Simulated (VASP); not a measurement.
Write the native input for VASP 6.6.1 that does the following.

- Task: single point
- Functional: r2SCAN
- Potentials or basis: VASP PAW PBE potentials, release 64 (B, As)
- Cutoff: 520 eV
- k mesh: 10 × 10 × 10
- Occupations: gaussian, width 0.05 eV
- Spin: no spin polarisation
- Dipole correction: no
- Further INCAR settings: ALGO = Normal; EDIFF = 1e-07; NBANDS = 11

BAs:

```xyz
2
Lattice="0.0000 2.3885 2.1974 2.3885 0.0000 2.1974 2.3885 2.3885 0.0000" Properties=species:S:1:pos:R:3 pbc="T T T"
B     0.0000    0.0000    0.0000
As    3.5827    3.5827    3.2961
```

This cell differs from its parent crystal: strain +0.000 along x and y, -0.080 along z.

One way to write it, as run:

POSCAR

```
BAs
1.0
    0.0000000000      2.3885000000      2.1974200000
    2.3885000000      0.0000000000      2.1974200000
    2.3885000000      2.3885000000      0.0000000000
B As
1 1
Direct
    0.0000000000      0.0000000000      0.0000000000
    0.7500000000      0.7500000000      0.7500000000
```

INCAR.step1

```
ALGO = Normal
EDIFF = 1E-4
ENCUT = 520
GGA = PE
ISMEAR = 0
LASPH = T
LCHARG = F
LREAL = F
LWAVE = T
NBANDS = 11
NELM = 60
PREC = Accurate
SIGMA = 0.05
```

INCAR.step2

```
ALGO = Normal
EDIFF = 1E-7
ENCUT = 520
ISIF = 2
ISMEAR = 0
ISTART = 1
LASPH = T
LCHARG = F
LMIXTAU = T
LREAL = F
LWAVE = F
METAGGA = R2SCAN
NBANDS = 11
NELM = 60
PREC = Accurate
SIGMA = 0.05
```

KPOINTS

```
k-points
0
Gamma
  10 10 10
```

Potentials or basis: VASP PAW PBE potentials, release 64 (B, As).

The run is started by

```bash
$ cat potpaw_PBE.64/B/POTCAR potpaw_PBE.64/As/POTCAR > POTCAR
$ cp INCAR.step1 INCAR
$ mpirun -np 1 vasp_std > vasp.out
$ cp INCAR.step2 INCAR
$ mpirun -np 1 vasp_std > vasp.out
```

It gave:

```json
{
  "Pressure": "15.1 GPa",
  "Band gap on the k mesh": "zero (band 4 reaches 7.54 eV, above the bottom of band 5 at 7.47 eV)"
}
```

Caveat: the cell differs from its parent crystal (strain +0.000 along x and y, -0.080 along z); the PAW data sets were made with another functional, which shifts forces and pressure a little.

It took 35 s on 1 thread of Intel(R) Xeon(R) 6975P-C (Granite Rapids), with other jobs on the host, peak memory 0.17 GiB.
